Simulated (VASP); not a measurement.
The system is Ti.

```
CELL_PARAMETERS angstrom
0.00000 2.03000 2.03000
2.03000 0.00000 2.03000
2.03000 2.03000 0.00000
ATOMIC_POSITIONS crystal
Ti 0.00000 0.00000 0.00000
```

This isn't the form of Ti at room conditions, which is hcp.

```yaml
Program: VASP 6.6.1
Task: relaxation of cell and atoms
Functional: PBE0
Potentials_or_basis: VASP PAW PBE potentials, release 64 (Ti_sv)
Cutoff: 600 eV
k_mesh: 6 × 6 × 6
Occupations: fermi-dirac, width 0.05 eV
Spin: no spin polarisation
```

At the start: pressure 3.1 GPa; volume 16.73 Å³/atom.

How do energy, volume and symmetry change on relaxing?

Over 3 steps the energy falls by 3.9 meV/atom and the volume is 17.13 Å³/atom (+2.4 %); space group Fm-3m (No. 225, to 0.1 Å) before and after.

Step by step:
```
step  energy change (eV)  largest force (eV/Å)  pressure (GPa)  volume (Å³)
   1              0.0000                0.0000            3.14        16.73
   2             -0.0001                0.0000           -2.84        17.54
   3             -0.0039                0.0000           -0.03        17.13
```

Final structure:
```xyz
1
Lattice="0.0000 2.0460 2.0460 2.0460 0.0000 2.0460 2.0460 2.0460 0.0000" Properties=species:S:1:pos:R:3 pbc="T T T"
Ti    0.0000    0.0000    0.0000
```

Caveat: the k points lie up to 0.44 Å⁻¹ apart in the final cell, too coarse for converged energies and pressures of a metal; the PAW data sets were made with another functional, which shifts forces and pressure a little.
